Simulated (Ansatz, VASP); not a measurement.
## As in VASP and in Ansatz

```xyz
2
Lattice="4.5664 0.0000 0.0000 -2.2832 3.9546 0.0000 0.0000 0.0000 2.8337" Properties=species:S:1:pos:R:3 pbc="T T T"
As    0.0000    2.6364    0.0000
As    2.2832    1.3182    0.0000
```

Alike in both runs: task single point; functional PBE-based screened hybrid; k mesh 4 × 4 × 5; occupations fermi-dirac, width 0.05 eV; no spin polarisation.

```csv
,VASP,Ansatz
version,VASP 6.6.1,Ansatz 0.2.0
potentials or method,"VASP PAW PBE potentials, release 64 (As)",Ansatz PAW
plane-wave cutoff (eV),520,420
valence electrons in the cell,10,30
```

```tsv
	VASP	Ansatz	Ansatz less VASP
gap on the k mesh at the Fermi level (eV)	none	none	-
pressure (GPa)	-3.7	-3.3	+0.42
traceless stress, the component that is largest in VASP (GPa)	5.74	5.79	+0.051
```

VASP's potentials were made for PBE, not for PBE-based screened hybrid. A gap of «none» marks a metal or a gap that the smearing closes. VASP's potentials hold 10 valence electrons a cell and Ansatz's 30, so a difference there can come from the potentials and not from the codes.

The k mesh is coarse, so the values compare programs but aren't converged.
